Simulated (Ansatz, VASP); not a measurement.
## TiSi2 in VASP and in Ansatz

Contents of INCAR:

```
PREC = Accurate
ENCUT = 520
EDIFF = 1E-8
ISMEAR = -1
SIGMA = 0.08
LREAL = False
LASPH = True
NELM = 60
ALGO = Normal
ISIF = 2
LWAVE = False
LCHARG = False
GGA = PS
LEFG = True
NBANDS = 29
```

The input KPOINTS:

```
regular mesh
0
Gamma
  8 8 8
```

The input POSCAR:

```
TiSi2
1.0
    0.0000000000      4.0903615834      4.2328984671
    2.3704827389      0.0000000000      4.2328984671
    2.3704827389      4.0903615834      0.0000000000
Ti Si
2 4
Direct
    0.7500000000      0.7500000000      0.7500000000
    0.5000000000      0.5000000000      0.5000000000
    0.0830000000      0.4170000000      0.0830000000
    0.4170000000      0.0830000000      0.4170000000
    0.1670000000      0.8330000000      0.1670000000
    0.8330000000      0.1670000000      0.8330000000
```

Input for Ansatz:

```yaml
crystal:
  lattice:
    - [0.0, 4.0903615834, 4.2328984671]
    - [2.3704827389, 0.0, 4.2328984671]
    - [2.3704827389, 4.0903615834, 0.0]
  atoms:
    - { symbol: Ti, position: [0.75, 0.75, 0.75] }
    - { symbol: Ti, position: [0.5, 0.5, 0.5] }
    - { symbol: Si, position: [0.083, 0.417, 0.083] }
    - { symbol: Si, position: [0.417, 0.083, 0.417] }
    - { symbol: Si, position: [0.167, 0.833, 0.167] }
    - { symbol: Si, position: [0.833, 0.167, 0.833] }
kpoints:
  mp_grid: { grid: [8, 8, 8] }
scf:
  occupations: { method: fermi_dirac, width: 0.08 }
hamiltonian:
  xc: pbesol
  pseudopotentials: { kind: paw }
output:
  forces: true
  stress: true
  eigenvalues: true
  efg: { contact_densities: true }
```

Change from the starting cell: volume scaled by 0.98, PAW files.

Alike in both runs: task electric field gradients; functional PBEsol; k mesh 8 × 8 × 8; occupations fermi-dirac, width 0.08 eV; no spin polarisation.

|  | VASP | Ansatz |
| --- | --- | --- |
| version | VASP 6.6.1 | Ansatz 0.2.0 |
| potentials or method | VASP PAW PBE potentials, release 64 (Ti_sv, Si) | PAW with Ansatz's default frozen-core files, scalar-relativistic |
| plane-wave cutoff (eV) | 520 | 420 |
| valence electrons in the cell | 40 | 40 |

VASP gave:

* pressure (GPa): 1.5
* traceless stress, the component that is largest in VASP (GPa): -0.83
* rms of the force components (eV/Å): 0.084
* size of Vzz on the site where it differs most (V/Å²): 10.1

Question: Estimate Ansatz's values.

Answer: Pressure (GPa): 1.4; traceless stress, the component that is largest in VASP (GPa): -0.79; rms of the force components (eV/Å): 0.084; size of Vzz on the site where it differs most (V/Å²): 10.9.

VASP's potentials were made for PBE, not for PBEsol. Atom by atom the forces differ by 0.000 eV/Å (rms over components). The functional is the same, so the differences come from potentials, cutoffs and numerics.
